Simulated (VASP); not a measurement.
# La3Hf (Fm-3m) in VASP: a series of runs, part 2 of 2

VASP 6.6.1. Earlier steps stand in the parts before.

## 4. Relaxation of cell and atoms, PBE

Input file INCAR:

```
SYSTEM = La3Hf
ALGO = Fast
EDIFF = 1E-6
EDIFFG = -0.04
ENCUT = 600
GGA = PE
IBRION = 2
ISIF = 3
ISMEAR = 0
LASPH = .TRUE.
LCHARG = .FALSE.
LREAL = .FALSE.
LWAVE = .FALSE.
NELM = 80
NSW = 90
PREC = Accurate
SIGMA = 0.1
```

Input file KPOINTS:

```
k-points
0
G
  4 4 4
  0 0 0
```

Input file POSCAR:

```
La3Hf
1.0
    0.0000000000      3.4244817300      3.4244817300
    3.4244817300      0.0000000000      3.4244817300
    3.4244817300      3.4244817300      0.0000000000
La Hf
3 1
Direct
    0.2500000000      0.2500000000      0.2500000000
    0.0000000000      0.0000000000      0.0000000000
    0.7500000000      0.7500000000      0.7500000000
    0.5000000000      0.5000000000      0.5000000000
```

Potentials or basis: VASP PAW PBE potentials, release 64 (La, Hf_pv).

Command:

```console
$ cat potpaw_PBE.64/La/POTCAR potpaw_PBE.64/Hf_pv/POTCAR > POTCAR
$ mpirun -np 1 vasp_std > vasp.out
```

OUTCAR:

```text
SYSTEM = La3Hf
   EDIFF = 1E-6
   EDIFFG = -0.04
   ENCUT = 600
   GGA = PE
   IBRION = 2
   ISIF = 3
   ISMEAR = 0
   LASPH = .TRUE.
   LREAL = .FALSE.
   NELM = 80
   NSW = 90
   PREC = Accurate

 ion  position               nearest neighbor table
   1  0.250  0.250  0.250-   2 2.97   2 2.97   2 2.97   2 2.97   4 2.97   4 2.97   4 2.97   4 2.97
                             3 3.42   3 3.42   3 3.42   3 3.42   3 3.42   3 3.42
   2  0.000  0.000  0.000-   3 2.97   3 2.97   3 2.97   1 2.97   3 2.97   1 2.97   1 2.97   1 2.97
                             4 3.42   4 3.42   4 3.42   4 3.42   4 3.42   4 3.42
   3  0.750  0.750  0.750-   4 2.97   4 2.97   4 2.97   2 2.97   4 2.97   2 2.97   2 2.97   2 2.97
                             1 3.42   1 3.42   1 3.42   1 3.42   1 3.42   1 3.42
   4  0.500  0.500  0.500-   1 2.97   1 2.97   1 2.97   1 2.97   3 2.97   3 2.97   3 2.97   3 2.97
                             2 3.42   2 3.42   2 3.42   2 3.42   2 3.42   2 3.42

  LATTYP: Found a face centered cubic cell.
 ALAT       =     6.8489634600

  Lattice vectors:

 A1 = (   0.0000000000,   3.4244817300,   3.4244817300)
 A2 = (   3.4244817300,   0.0000000000,   3.4244817300)
 A3 = (   3.4244817300,   3.4244817300,   0.0000000000)

Analysis of symmetry for initial positions (statically):
=====================================================================
 Subroutine PRICEL returns:
 Original cell was already a primitive cell.

 Routine SETGRP: Setting up the symmetry group for a
 face centered cubic supercell.

 Subroutine GETGRP returns: Found 48 space group operations
 (whereof 48 operations were pure point group operations)
 out of a pool of 48 trial point group operations.

The static configuration has the point symmetry O_h .

Analysis of symmetry for dynamics (positions and initial velocities):
=====================================================================
 Subroutine PRICEL returns:
 Original cell was already a primitive cell.

 Routine SETGRP: Setting up the symmetry group for a
 face centered cubic supercell.

 Subroutine GETGRP returns: Found 48 space group operations
 (whereof 48 operations were pure point group operations)
 out of a pool of 48 trial point group operations.

The dynamic configuration has the point symmetry O_h .

 Subroutine INISYM returns: Found 48 space group operations
[... 91 lines left out ...]
   ISYM   =      2    0-nonsym 1-usesym 2-fastsym
   POTIM  = 0.5000    time-step for ionic-motion
   TEBEG  =    0.0;   TEEND  =   0.0 temperature during run
   PSTRESS=    0.0 pullay stress
   NELECT =      43.0000    total number of electrons
   NUPDOWN=      -1.0000    fix difference up-down
   EMIN   =  10.00;   EMAX   =-10.00  energy-range for DOS
   EFERMI =   0.00;   METHOD = LEGACY
   ISMEAR =     0;   SIGMA  =   0.10  broadening in eV -4-tet -1-fermi 0-gaus
   EFERMI_NEDOS =   21; number of points for ismear=-14 and -15
   IALGO  =     68    algorithm
   IMIX   =      4    mixing-type and parameters
     AMIX     =   0.40;   BMIX     =  1.00
     AMIX_MAG =   1.60;   BMIX_MAG =  1.00
  volume/ion in A,a.u.               =      20.08       135.50
  Fermi-wavevector in a.u.,A,eV,Ry     =   1.329310  2.512031 24.042364  1.767064
  Thomas-Fermi vector in A             =   2.458482
   LORBIT       =      0    0 simple, 1 ext, 2 COOP (PROOUT), +10 PAW based schemes
   GGA     = PE    functional components
   LHFCALC =     F    Hartree Fock is set to
   AEXX    =    0.0000 exact exchange contribution
   IVDW    =     0    specifies the selected vdW correction
   LEPSILON=     F    determine dielectric tensor
   LRPA    =     F    only Hartree local field effects (RPA)
 conjugate gradient relaxation of ions
 non-spin polarized calculation
 RMM-DIIS sequential band-by-band and
 Gauss-broadening in eV      SIGMA  =   0.10
  energy-cutoff  :      600.00
  volume of cell :       80.32
 maximum number of plane-waves:      2733
 NGX is ok and might be reduce to    40
   NGX = 19   NGY = 19   NGZ = 19

--------------------------------------- Ionic step        1  -------------------------------------------

 number of electron      42.9999998 magnetization

 Free energy of the ion-electron system (eV)
  ---------------------------------------------------
  ext. energy  EPLUGINS =         0.00000000
  ---------------------------------------------------
  free energy    TOTEN  =       -19.18549057 eV

  energy without entropy =      -19.12817713  energy(sigma->0) =      -19.15683385

 E-fermi :  12.7774     XC(G=0): -12.2307

 val. band max:       12.7721454694   @ k =  -0.2500   0.5000   0.2500
 cond. band min:      12.7841203345   @ k =  -0.2500   0.2500   0.0000
 fundamental gap:      0.0119748651
 Fermi energy:        12.7773668416
[... 1025 lines left out ...]
     24       3.3538      0.00908
     25       3.4946      0.00000

[... ionic steps 4 to 9 ...]

--------------------------------------- Ionic step       10  -------------------------------------------

 number of electron      43.0000004 magnetization

------------------------ aborting loop because EDIFF is reached ----------------------------------------
[... 302 lines left out ...]
--------------------------------------- Ionic step       12  -------------------------------------------

 number of electron      43.0000008 magnetization

 Free energy of the ion-electron system (eV)
  ---------------------------------------------------
  ext. energy  EPLUGINS =         0.00000000
  ---------------------------------------------------
  free energy    TOTEN  =       -23.34495227 eV

  energy without entropy =      -23.30947426  energy(sigma->0) =      -23.32721326

 E-fermi :   7.6797     XC(G=0): -10.0619

 val. band max:        7.6618190757   @ k =   0.5000   0.0000   0.0000
 cond. band min:       7.7021547028   @ k =   0.5000   0.0000   0.0000
 fundamental gap:      0.0403356271
 Fermi energy:         7.6796865279
[... 253 lines left out ...]
  FREE ENERGIE OF THE ION-ELECTRON SYSTEM (eV)
  ---------------------------------------------------
  free  energy   TOTEN  =       -23.3449522668 eV

  energy  without entropy=      -23.3094742622  energy(sigma->0) =      -23.32721326

 reached required accuracy - stopping structural energy minimisation
```

OSZICAR:

```text
N       E                     dE             d eps       ncg     rms          rms(c)
DAV:   1     0.557488656069E+03    0.55749E+03   -0.16643E+04   416   0.293E+03
DAV:   2     0.953365029649E+02   -0.46215E+03   -0.45651E+03   592   0.559E+02
DAV:   3    -0.415662565178E+01   -0.99493E+02   -0.98889E+02   739   0.286E+02
[... 639 lines left out ...]
RMM:  69    -0.222393777448E+02   -0.19854E-05   -0.18602E-05   205   0.158E-02    0.544E-02
RMM:  70    -0.222393791500E+02   -0.14052E-05   -0.17423E-05   213   0.164E-02    0.539E-02
RMM:  71    -0.222393804836E+02   -0.13336E-05   -0.15852E-05   201   0.173E-02    0.534E-02
RMM:  72    -0.222393820421E+02   -0.15585E-05   -0.15748E-05   199   0.182E-02    0.539E-02
RMM:  73    -0.222393834259E+02   -0.13838E-05   -0.14038E-05   188   0.170E-02    0.543E-02
RMM:  74    -0.222393847884E+02   -0.13625E-05   -0.12910E-05   188   0.182E-02    0.546E-02
RMM:  75    -0.2223938606
```

Run time: 20 min. Hardware: 1 thread of Intel Xeon 6975P-C (Granite Rapids), shared host; peak memory 0.28 GiB.

What came out:

- Free energy: -23.3450 eV
- Relaxed volume: 32.06 Å³/atom
- Relaxed cell: a = 5.660 Å, b = 5.660 Å, c = 5.660 Å, α = 60.00°, β = 60.00°, γ = 60.00°
- Space group after relaxing (to 0.1 Å): Fm-3m (No. 225)
- Pressure after relaxing: -0.2 GPa
- Band gap on the k mesh: zero (an odd number of electrons rules out a gap without spin polarisation)

Final structure:
```yaml
crystal:
  lattice:
    - [0.00000, 4.00236, 4.00236]
    - [4.00236, 0.00000, 4.00236]
    - [4.00236, 4.00236, 0.00000]
  atoms:
    - { symbol: La, position: [0.25000, 0.25000, 0.25000] }
    - { symbol: La, position: [0.00000, 0.00000, 0.00000] }
    - { symbol: La, position: [0.75000, 0.75000, 0.75000] }
    - { symbol: Hf, position: [0.50000, 0.50000, 0.50000] }
```

Caveat: the k points lie up to 0.34 Å⁻¹ apart in the final cell, too coarse for converged energies and pressures of a metal; the volume moved by over 15 % at a fixed basis, so the end points are rough; spin-orbit coupling is left out, which moves the levels of the heavy elements.

## 5. Summary

```csv
task,cell,cutoff (eV),gap on the mesh (eV),pressure (GPa)
single point,"a = 4.843 Å, angles 60.0°, 4 atoms",520,none,39.1
single point,"a = 5.636 Å, angles 60.0°, 4 atoms",520,none,0.3
relaxation of cell and atoms,"relaxed from a = 4.843 Å, angles 60.0°, 4 atoms",600,none,-0.2
```

Alike in all rows: level PBE; potentials or basis VASP PAW PBE potentials, release 64 (La, Hf_pv); no spin polarisation; k mesh 4 × 4 × 4; smearing gaussian 0.1 eV.

Caveats: some runs use coarse meshes; spin-orbit coupling is left out, which moves the levels of the heavy elements; the volume moved by over 15 % at a fixed basis, so the end points are rough (at least some runs).

Total energies depend on the potentials used, so only differences within one code and one set of settings carry meaning.

The gap in the log of VASP goes by the Fermi energy; the results here count the filled bands.